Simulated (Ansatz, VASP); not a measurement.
# Ga2SnSe4: VASP beside Ansatz

```
CELL_PARAMETERS angstrom
-3.87721 3.87721 3.18774
3.87721 -3.87721 3.18774
3.87721 3.87721 -3.18774
ATOMIC_POSITIONS crystal
Ga 0.51222 0.01222 0.50000
Ga 0.01222 0.51222 0.50000
Sn 0.92589 0.92589 0.00000
Se 0.43994 0.59926 0.51345
Se 0.08581 0.92649 0.48655
Se 0.92649 0.43994 0.84067
Se 0.59926 0.08581 0.15933
```

Change from the starting cell: the structure that the rattled cell fell into.

Alike in both runs: functional PBE; k mesh 6 × 6 × 6; occupations gaussian, width 0.02 eV; no spin polarisation.

Ansatz relaxed the structure, and its values are those at the end. VASP's run is a single point on that final structure, the one shown.

|  | VASP | Ansatz |
| --- | --- | --- |
| version | VASP 6.6.1 | Ansatz 0.2.0 |
| potentials or method | VASP PAW PBE potentials, release 64 (Ga_d, Sn_d, Se), cutoff 520 eV | scalar-relativistic, plane waves, PAW |
| valence electrons in the cell | 64 | 104 |

|  | VASP | Ansatz | Ansatz less VASP |
| --- | --- | --- | --- |
| gap on the k mesh at the Fermi level (eV) | 1.69 | 1.70 | +0.011 |
| least direct gap on the mesh (eV) | 1.75 | 1.76 | +0.009 |
| pressure (GPa) | 0.1 | 0.0 | -0.10 |
| rms of the force components (eV/Å) | 0.012 | 0.004 | -0.0077 |

VASP's potentials hold 64 valence electrons a cell and Ansatz's 104, so a difference there can come from the potentials and not from the codes.
